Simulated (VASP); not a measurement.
FeO (Wuestite):

```
Fe O
1.0
     0.00000    2.06918    2.15540
     2.06918    0.00000    2.15540
     2.06918    2.06918    0.00000
Fe O
1 1
Direct
  0.00000 0.00000 0.00000
  0.50000 0.50000 0.50000
```

Base run:

* Program: VASP 6.6.1
* Functional: PBEsol
* Potentials or basis: VASP PAW PBE potentials, release 64 (Fe, O)
* Cutoff: 520 eV
* k mesh: 9 × 9 × 9
* Occupations: fermi-dirac, width 0.05 eV
* Spin: collinear spin, ferromagnetic start
* Starting moments: [3.0, 0.0] μB

Its results: pressure 8.1 GPa; net moment 3.91 μB per cell; site moments Fe +3.54; O +0.30 μB.

Problem. The run is repeated on the same cell with these changes: potentials or basis from VASP PAW PBE potentials, release 64 (Fe, O) to VASP PAW PBE potentials, release 64 (Fe_sv, O); cutoff from 520 eV to 600 eV; further incar settings from ALGO = Normal; EDIFF = 1e-06; NBANDS = 18 to ALGO = Normal; EDIFF = 1e-06; NBANDS = 22; valence electrons from 14 to 22. What comes out?

Solution. Pressure 5.0 GPa; net moment 3.92 μB per cell; site moments Fe +3.40; O +0.30 μB.

Caveats: the PAW data sets were made with another functional, which shifts forces and pressure a little; a cell with one magnetic atom can't hold antiferromagnetic order, which such compounds often take.
